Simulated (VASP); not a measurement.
# Fe (Fd-3m) in VASP: a series of runs

Fe is run at these levels: r2SCAN; tasks: single point, relaxation of cell and atoms.

Program: VASP 6.6.1. These are calculated values, not measurements. Logs are shortened: lines on timing, memory, paths and dates and some standing lists are left out, and cuts for length are marked.

## Step 1: The cell of the first run

The structure is cubic, space group Fd-3m (No. 227). Conventional cell: a = 4.811 Å, b = 4.811 Å, c = 4.811 Å, α = 90.00°, β = 90.00°, γ = 90.00°. Fe (site symmetry -43m) has 4 Fe at 2.08 Å within 2.8 Å.

This isn't the form of Fe at room conditions, which is bcc.

## Step 2: Single point, r2SCAN, collinear spin, ferromagnetic start

POSCAR reads:

```
Fe
1.0
    0.0000000000      2.4052586827      2.4052586827
    2.4052586827      0.0000000000      2.4052586827
    2.4052586827      2.4052586827      0.0000000000
Fe
2
Direct
    0.1250000000      0.1250000000      0.1250000000
    0.8750000000      0.8750000000      0.8750000000
```

INCAR.step1 reads:

```
SYSTEM = Fe
ALGO = Normal ; EDIFF = 1E-4
ENCUT = 520 ; GGA = PE
ISMEAR = -1 ; ISPIN = 2
LASPH = .True. ; LCHARG = .False.
LMAXMIX = 4 ; LREAL = .False.
LWAVE = .True. ; MAGMOM = 2.5 2.5
NBANDS = 19 ; NELM = 150
PREC = Accurate ; SIGMA = 0.05
```

INCAR.step2 reads:

```
SYSTEM = Fe
ALGO = Normal ; EDIFF = 1E-7
ENCUT = 520 ; ISIF = 2
ISMEAR = -1 ; ISPIN = 2
ISTART = 1 ; LASPH = .True.
LCHARG = .False. ; LMAXMIX = 4
LMIXTAU = .True. ; LORBIT = 11
LREAL = .False. ; LWAVE = .False.
MAGMOM = 2.5 2.5 ; METAGGA = R2SCAN
NBANDS = 19 ; NELM = 150
PREC = Accurate ; SIGMA = 0.05
```

KPOINTS reads:

```
k-points
0
Gamma
  11 11 11
  0 0 0
```

Potentials or basis: VASP PAW PBE potentials, release 64 (Fe).

On the command line:

```bash
cat potpaw_PBE.64/Fe/POTCAR > POTCAR
cp INCAR.step1 INCAR
mpirun -np 1 vasp_std > vasp.out
cp INCAR.step2 INCAR
mpirun -np 1 vasp_std > vasp.out
```

OUTCAR:

```text
SYSTEM = Fe
   EDIFF = 1E-7
   ENCUT = 520
   ISIF = 2
   ISMEAR = -1
   ISPIN = 2
   ISTART = 1
   LASPH = .True.
   LORBIT = 11
   LREAL = .False.
   METAGGA = R2SCAN
   NELM = 150
   PREC = Accurate

 ion  position               nearest neighbor table
   1  0.125  0.125  0.125-   2 2.08   2 2.08   2 2.08   2 2.08
   2  0.875  0.875  0.875-   1 2.08   1 2.08   1 2.08   1 2.08

  LATTYP: Found a face centered cubic cell.
 ALAT       =     4.8105173654

  Lattice vectors:

 A1 = (   0.0000000000,   2.4052586827,   2.4052586827)
 A2 = (   2.4052586827,   0.0000000000,   2.4052586827)
 A3 = (   2.4052586827,   2.4052586827,   0.0000000000)

Analysis of symmetry for initial positions (statically):
=====================================================================
 Subroutine PRICEL returns:
 Original cell was already a primitive cell.

 Routine SETGRP: Setting up the symmetry group for a
 face centered cubic supercell.

 Subroutine GETGRP returns: Found 48 space group operations
 (whereof 12 operations were pure point group operations)
 out of a pool of 48 trial point group operations.

The static configuration has the point symmetry D_3d.
 The point group associated with its full space group is O_h .

Analysis of symmetry for dynamics (positions and initial velocities):
=====================================================================
 Subroutine PRICEL returns:
 Original cell was already a primitive cell.

 Routine SETGRP: Setting up the symmetry group for a
 face centered cubic supercell.

 Subroutine GETGRP returns: Found 48 space group operations
 (whereof 12 operations were pure point group operations)
 out of a pool of 48 trial point group operations.

The dynamic configuration has the point symmetry D_3d.
 The point group associated with its full space group is O_h .

Analysis of structural, dynamic, and magnetic symmetry:
=====================================================================
 Subroutine PRICEL returns:
 Original cell was already a primitive cell.

 Routine SETGRP: Setting up the symmetry group for a
 face centered cubic supercell.

 Subroutine GETGRP returns: Found 48 space group operations
 (whereof 12 operations were pure point group operations)
 out of a pool of 48 trial point group operations.

The overall configuration has the point symmetry D_3d.
 The point group associated with its full space group is O_h .

 Subroutine INISYM returns: Found 48 space group operations
 (whereof 12 operations are pure point group operations),
 and found     1 'primitive' translations

----------------------------------------------------------------------------------------

                                     Primitive cell

  volume of cell :      27.8301

  direct lattice vectors                    reciprocal lattice vectors
     0.000000000  2.405258683  2.405258683    -0.207877848  0.207877848  0.207877848
     2.405258683  0.000000000  2.405258683     0.207877848 -0.207877848  0.207877848
     2.405258683  2.405258683  0.000000000     0.207877848  0.207877848 -0.207877848

  length of vectors
     3.401549450  3.401549450  3.401549450     0.360054995  0.360054995  0.360054995

  position of ions in fractional coordinates (direct lattice)
     0.125000000  0.125000000  0.125000000
     0.875000000  0.875000000  0.875000000

  ion indices of the primitive-cell ions
   primitive index   ion index
                 1           1
                 2           2

----------------------------------------------------------------------------------------

 KPOINTS: k-points

Automatic generation of k-mesh.
 Grid dimensions read from file:
 generate k-points for:   11   11   11

 Generating k-lattice:

  Cartesian coordinates                     Fractional coordinates (reciprocal lattice)
    -0.018897986  0.018897986  0.018897986     0.090909091  0.000000000  0.000000000
     0.018897986 -0.018897986  0.018897986     0.000000000  0.090909091  0.000000000
     0.018897986  0.018897986 -0.018897986     0.000000000  0.000000000  0.090909091

  Length of vectors
     0.032732272  0.032732272  0.032732272

  Shift w.r.t. Gamma in fractional coordinates (k-lattice)
     0.000000000  0.000000000  0.000000000

 Subroutine IBZKPT returns following result:
 ===========================================

 Found     56 irreducible k-points:

 Following reciprocal coordinates:
            Coordinates               Weight
  0.000000  0.000000  0.000000      1.000000
  0.090909  0.000000  0.000000      8.000000
  0.181818  0.000000  0.000000      8.000000
  0.272727  0.000000  0.000000      8.000000
  0.363636  0.000000  0.000000      8.000000
  0.454545  0.000000  0.000000      8.000000
[... 16 lines left out ...]
 -0.272727  0.181818  0.000000     24.000000
 -0.181818  0.181818  0.000000     12.000000
 [... further k-points ...]
   k-points           NKPTS =     56   k-points in BZ     NKDIM =     56   number of bands    NBANDS=     19
   number of dos      NEDOS =    301   number of ions     NIONS =      2
   total plane-waves  NPLWV =  21952
   dimension x,y,z NGX =    28 NGY =   28 NGZ =   28
   dimension x,y,z NGXF=    56 NGYF=   56 NGZF=   56
   ions per type =               2
   NGX,Y,Z   is equivalent  to a cutoff of  13.68, 13.68, 13.68 a.u.
   NGXF,Y,Z  is equivalent  to a cutoff of  27.37, 27.37, 27.37 a.u.
 SYSTEM =  Fe
   PREC   = accura    normal or accurate (medium, high low for compatibility)
   ISTART =      1    job   : 0-new  1-cont  2-samecut
   ICHARG =      0    charge: 1-file 2-atom 10-const
   ISPIN  =      2    spin polarized calculation?
   LNONCOLLINEAR =      F non collinear calculations
   LSORBIT =      F    spin-orbit coupling
   LASPH  =      T    aspherical Exc in radial PAW
   ENCUT  =  520.0 eV  38.22 Ry    6.18 a.u.   6.32  6.32  6.32*2*pi/ulx,y,z
   NELM   =    150;   NELMIN=  2; NELMDL=  0     # of ELM steps
   EDIFF  = 0.1E-06   stopping-criterion for ELM
   LREAL  =      F    real-space projection
   EDIFFG = 0.1E-05   stopping-criterion for IOM
   NSW    =      0    number of steps for IOM
   IBRION =     -1    ionic relax: 0-MD 1-quasi-New 2-CG
   NFREE  =      0    steps in history (QN), initial steepest desc. (CG)
   ISIF   =      2    stress and relaxation
   ISYM   =      2    0-nonsym 1-usesym 2-fastsym
   POTIM  = 0.5000    time-step for ionic-motion
   TEBEG  =    0.0;   TEEND  =   0.0 temperature during run
   PSTRESS=    0.0 pullay stress
   NELECT =      16.0000    total number of electrons
   NUPDOWN=      -1.0000    fix difference up-down
   EMIN   =  10.00;   EMAX   =-10.00  energy-range for DOS
   EFERMI =   0.00;   METHOD = LEGACY
   ISMEAR =    -1;   SIGMA  =   0.05  broadening in eV -4-tet -1-fermi 0-gaus
   EFERMI_NEDOS =   21; number of points for ismear=-14 and -15
   IALGO  =     38    algorithm
   IMIX   =      4    mixing-type and parameters
     AMIX     =   0.40;   BMIX     =  1.00
     AMIX_MAG =   1.60;   BMIX_MAG =  1.00
  volume/ion in A,a.u.               =      13.92        93.90
  Fermi-wavevector in a.u.,A,eV,Ry     =   1.361266  2.572420 25.212214  1.853045
  Thomas-Fermi vector in A             =   2.487857
   LORBIT       =     11    0 simple, 1 ext, 2 COOP (PROOUT), +10 PAW based schemes
   METAGGA = R2SCAN    functional components
   LHFCALC =     F    Hartree Fock is set to
   AEXX    =    0.0000 exact exchange contribution
   IVDW    =     0    specifies the selected vdW correction
   LEPSILON=     F    determine dielectric tensor
   LRPA    =     F    only Hartree local field effects (RPA)
 spin polarized calculation
  energy-cutoff  :      520.00
  volume of cell :       27.83
 maximum number of plane-waves:       763
 NGX is ok and might be reduce to    28
   NGX = 13   NGY = 13   NGZ = 13

 number of electron      16.0000007 magnetization      -0.0055057

 Free energy of the ion-electron system (eV)
  ---------------------------------------------------
  ext. energy  EPLUGINS =         0.00000000
  ---------------------------------------------------
  free energy    TOTEN  =       -25.05620558 eV

  energy without entropy =      -25.03557541  energy(sigma->0) =      -25.04589050

 E-fermi :   3.8494     XC(G=0): -12.5284

 val. band max:        3.8482657055   @ k =   0.3636   0.2727   0.0909
 cond. band min:       3.8501956017   @ k =   0.4545   0.3636   0.0909
 fundamental gap:      0.0019298963
 Fermi energy:         3.8493826479

 spin component 1

 k-point     1 :       0.0000    0.0000    0.0000
  band No.  band energies     occupation
      1      -3.2778      1.00000
      2       0.8343      1.00000
      3       0.8343      1.00000
      4       1.1188      1.00000
      5       1.1188      1.00000
      6       1.1188      1.00000
[... 11 lines left out ...]
     18      21.0539      0.00000
     19      22.2953      0.00000
[... 485 lines left out ...]
 k-point    24 :      -0.1818    0.1818    0.0000
  band No.  band energies     occupation
      1      -1.4870      1.00000
      2       0.3910      1.00000
      3       0.8660      1.00000
      4       1.1253      1.00000
      5       1.4608      1.00000
      6       1.9515      1.00000
[... 11 lines left out ...]
     18      22.3338      0.00000
     19      23.4329      0.00000

 [... further k-points ...]

 spin component 2

 k-point     1 :       0.0000    0.0000    0.0000
  band No.  band energies     occupation
      1      -3.2775      1.00000
      2       0.8287      1.00000
      3       0.8287      1.00000
      4       1.1172      1.00000
      5       1.1172      1.00000
      6       1.1172      1.00000
[... 11 lines left out ...]
     18      21.0543      0.00000
     19      22.2953      0.00000
[... 485 lines left out ...]
 k-point    24 :      -0.1818    0.1818    0.0000
  band No.  band energies     occupation
      1      -1.4869      1.00000
      2       0.3874      1.00000
      3       0.8618      1.00000
      4       1.1236      1.00000
      5       1.4583      1.00000
      6       1.9479      1.00000
[... 11 lines left out ...]
     18      22.3334      0.00000
     19      23.4315      0.00000

 [... further k-points ...]

------------------------ aborting loop because EDIFF is reached ----------------------------------------

  FORCE on cell =-STRESS in cart. coord.  units (eV):
  Direction    XX          YY          ZZ          XY          YZ          ZX
  --------------------------------------------------------------------------------------
  -------------------------------------------------------------------------------------
  Total       -0.1778278     -0.1778278     -0.1778278     -0.0000000      0.0000000     -0.0000000
  in kB      -10.2375206    -10.2375206    -10.2375206     -0.0000000      0.0000000     -0.0000000
  external PRESSURE =     -10.2375206 kB  Pullay stress =       0.0000000 kB

 VOLUME and BASIS-vectors are now :
 -----------------------------------------------------------------------------
  energy-cutoff  :      520.00
  volume of cell :       27.83
      direct lattice vectors                 reciprocal lattice vectors
     0.000000000  2.405258683  2.405258683    -0.207877848  0.207877848  0.207877848
     2.405258683  0.000000000  2.405258683     0.207877848 -0.207877848  0.207877848
     2.405258683  2.405258683  0.000000000     0.207877848  0.207877848 -0.207877848

 POSITION                                       TOTAL-FORCE (eV/Angst)
 -----------------------------------------------------------------------------------
      0.60131      0.60131      0.60131        -0.000000     -0.000000     -0.000000
      4.20920      4.20920      4.20920         0.000000      0.000000      0.000000
 -----------------------------------------------------------------------------------
    total drift:                                0.000000     -0.000000     -0.000000

  FREE ENERGIE OF THE ION-ELECTRON SYSTEM (eV)
  ---------------------------------------------------
  free  energy   TOTEN  =       -25.0562055842 eV

  energy  without entropy=      -25.0355754090  energy(sigma->0) =      -25.04589050

 total charge

# of ion       s       p       d       tot
------------------------------------------
    1        0.609   0.476   6.500   7.584
    2        0.609   0.476   6.500   7.584
--------------------------------------------------
tot          1.217   0.952  12.999  15.168

 magnetization (x)

# of ion       s       p       d       tot
------------------------------------------
    1        0.000   0.000  -0.003  -0.003
    2        0.000   0.000  -0.003  -0.003
--------------------------------------------------
tot          0.000   0.000  -0.006  -0.006
```

Run time: 4.3 min. Hardware: 1 thread of AMD EPYC 7R13 (Zen 3), shared host; peak memory 0.18 GiB.

Results:

| Item | Value |
| --- | --- |
| Free energy | -25.0562 eV |
| Pressure | -1.0 GPa |
| Band gap on the k mesh | zero (filled and empty bands overlap) |
| Net moment | -0.01 μB per cell |
| Valence electrons inside the program's atomic spheres | Fe 7.58 |

Caveat: the PAW data sets were made with another functional, which shifts forces and pressure a little.

## Step 3: Relaxation of cell and atoms, r2SCAN, collinear spin, ferromagnetic start

This run uses another cell than the first one, of 15.90 Å³/atom.

POSCAR reads:

```
Fe
1.0
    0.0000000000      2.5145090540      2.5145090540
    2.5145090540      0.0000000000      2.5145090540
    2.5145090540      2.5145090540      0.0000000000
Fe
2
Direct
    0.1250000000      0.1250000000      0.1250000000
    0.8750000000      0.8750000000      0.8750000000
```

INCAR.step1 reads:

```
  PREC = Accurate
  ENCUT = 600
  ISMEAR = -1
  SIGMA = 0.05
  LREAL = F
  LASPH = T
  NELM = 150
  ISPIN = 2
  MAGMOM = 2.5 2.5
  LMAXMIX = 4
  GGA = PE
  ALGO = Normal
  EDIFF = 1E-4
  LWAVE = T
  LCHARG = F
```

INCAR.step2 reads:

```
  PREC = Accurate
  ENCUT = 600
  EDIFF = 1E-6
  ISMEAR = -1
  SIGMA = 0.05
  LREAL = F
  LASPH = T
  NELM = 150
  ALGO = Normal
  ISIF = 3
  LWAVE = F
  LCHARG = F
  ISPIN = 2
  MAGMOM = 2.5 2.5
  LORBIT = 11
  LMAXMIX = 4
  METAGGA = R2SCAN
  LMIXTAU = T
  IBRION = 2
  NSW = 80
  EDIFFG = -0.01
  ISTART = 1
```

KPOINTS reads:

```
regular mesh
0
Gamma
  11 11 11
```

Potentials or basis: VASP PAW PBE potentials, release 64 (Fe).

On the command line:

```bash
cat potpaw_PBE.64/Fe/POTCAR > POTCAR
cp INCAR.step1 INCAR
mpirun -np 1 vasp_std > vasp.out
cp INCAR.step2 INCAR
mpirun -np 1 vasp_std > vasp.out
```

It took 7.6 min on 1 thread of Intel Xeon Platinum 8559C (Emerald Rapids), shared host; peak memory 0.22 GiB.

Results (log left out):

| Property | Result |
| --- | --- |
| Free energy | -25.0586 eV |
| Relaxed volume | 13.82 Å³/atom |
| Relaxed cell | a = 3.394 Å, b = 3.394 Å, c = 3.394 Å, α = 60.00°, β = 60.00°, γ = 60.00° |
| Space group after relaxing (to 0.1 Å) | Fd-3m (No. 227) |
| Energy gained by relaxing | 129.5 meV/atom |
| Ionic steps | 4 |
| Pressure after relaxing | 0.0 GPa |
| Band gap on the k mesh | zero (filled and empty bands overlap) |
| Net moment | 0.00 μB per cell |
| Valence electrons inside the program's atomic spheres | Fe 7.60 |

Step by step:
| step | energy change (eV) | largest force (eV/Å) | pressure (GPa) | volume (Å³) |
| --- | --- | --- | --- | --- |
| 1 | 0.0000 | 0.0000 | -17.54 | 31.80 |
| 2 | -0.0128 | 0.0000 | 27.43 | 24.44 |
| 3 | -0.2589 | 0.0000 | -0.43 | 27.72 |
| 4 | -0.2590 | 0.0000 | 0.00 | 27.64 |

Final structure:
```
CELL_PARAMETERS angstrom
0.00000 2.39982 2.39982
2.39982 0.00000 2.39982
2.39982 2.39982 0.00000
ATOMIC_POSITIONS crystal
Fe 0.12500 0.12500 0.12500
Fe 0.87500 0.87500 0.87500
```

Levels at points of the mesh, in eV from the Fermi level:
Spin up:
| k point | band 5 | band 6 | band 7 | band 8 | band 9 | band 10 | band 11 | band 12 |
| --- | --- | --- | --- | --- | --- | --- | --- | --- |
| (0.00, 0.00, 0.00) | -2.75 | -2.75 | -0.40 | -0.40 | -0.40 | 1.36 | 1.36 | 15.30 |
Spin down:
```csv
k point,band 6,band 7,band 8,band 9,band 10,band 11
"(0.00, 0.00, 0.00)",-2.75,-0.40,-0.40,-0.40,1.36,1.36
```

Caveat: the PAW data sets were made with another functional, which shifts forces and pressure a little.
